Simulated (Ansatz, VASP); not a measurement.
## Os: VASP beside Ansatz

```xyz
2
Lattice="2.7341 0.0000 0.0000 -1.3671 2.3678 0.0000 0.0000 0.0000 4.3197" Properties=species:S:1:pos:R:3 pbc="T T T"
Os    1.3671    0.7893    3.2398
Os    0.0000    1.5785    1.0799
```

Alike in both runs: functional LDA; k mesh 11 × 11 × 6; occupations fermi-dirac, width 0.05 eV; no spin polarisation.

```csv
,VASP,Ansatz
version,VASP 6.6.1,Ansatz 0.2.0
potentials or method,"VASP PAW LDA potentials, release 64 (Os)",Ansatz PAW
plane-wave cutoff (eV),520,420
valence electrons in the cell,16,32
task,single point,band structure
```

Ansatz gave:

| Item | Value |
| --- | --- |
| gap on the k mesh at the Fermi level (eV) | none |
| pressure (GPa) | -8.6 |
| traceless stress, the component that is largest in VASP (GPa) | -0.31 |

Q: Which values does VASP return?

A: gap on the k mesh at the Fermi level (eV): none; pressure (GPa): -7.9; traceless stress, the component that is largest in VASP (GPa): -0.41.

LDA's correlation is that of Perdew and Zunger in VASP and of Perdew and Wang (1992) in Ansatz. A gap of «none» marks a metal or a gap that the smearing closes. VASP's potentials hold 16 valence electrons a cell and Ansatz's 32, so a difference there can come from the potentials and not from the codes.

Spin-orbit coupling is off throughout.
